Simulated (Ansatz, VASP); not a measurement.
# One calculation of NaH, two programs

The input INCAR:

```
SYSTEM = NaH
  PREC = Accurate
  ENCUT = 520
  EDIFF = 1E-6
  ISMEAR = -1
  SIGMA = 0.03
  LREAL = .False.
  LASPH = .True.
  NELM = 100
  ALGO = Normal
  ISIF = 2
  LWAVE = .False.
  LCHARG = .False.
  GGA = PS
  NBANDS = 11
```

KPOINTS

```
Automatic mesh
0
Gamma
  9 9 9
  0 0 0
```

The input POSCAR:

```
NaH
1.0
    0.0000000000      2.4721089453      2.4721089453
    2.4721089453      0.0000000000      2.4721089453
    2.4721089453      2.4721089453      0.0000000000
Na H
1 1
Direct
    0.0000000000      0.0000000000      0.0000000000
    0.5000000000      0.5000000000      0.5000000000
```

Input for Ansatz:

```yaml
crystal:
  lattice:
    - [0.0, 2.4721089453, 2.4721089453]
    - [2.4721089453, 0.0, 2.4721089453]
    - [2.4721089453, 2.4721089453, 0.0]
  atoms:
    - { symbol: Na, position: [0.0, 0.0, 0.0] }
    - { symbol: H, position: [0.5, 0.5, 0.5] }
kpoints:
  mp_grid: { grid: [9, 9, 9] }
scf:
  occupations: { method: fermi_dirac, width: 0.03 }
hamiltonian:
  xc: pbesol
  pseudopotentials: { kind: all_electron, lapw: { basis_error: 0.001 } }
output:
  forces: true
  stress: true
  eigenvalues: true
```

Change from the starting cell: functional pbesol, volume scaled by 1.04.

Alike in both runs: task single point; functional PBEsol; k mesh 9 × 9 × 9; occupations fermi-dirac, width 0.03 eV; no spin polarisation.

|  | VASP | Ansatz |
| --- | --- | --- |
| version | VASP 6.6.1 | Ansatz 0.2.0 |
| potentials or method | VASP PAW PBE potentials, release 64 (Na_pv, H), cutoff 520 eV | all-electron LAPW, scalar-relativistic |

```tsv
	VASP	Ansatz	Ansatz less VASP
gap on the k mesh at the Fermi level (eV)	3.75	3.76	+0.002
pressure (GPa)	-1.9	-1.9	+0.03
```

VASP's potentials were made for PBE, not for PBEsol. Ansatz ran all-electron here, and VASP with PAW potentials.
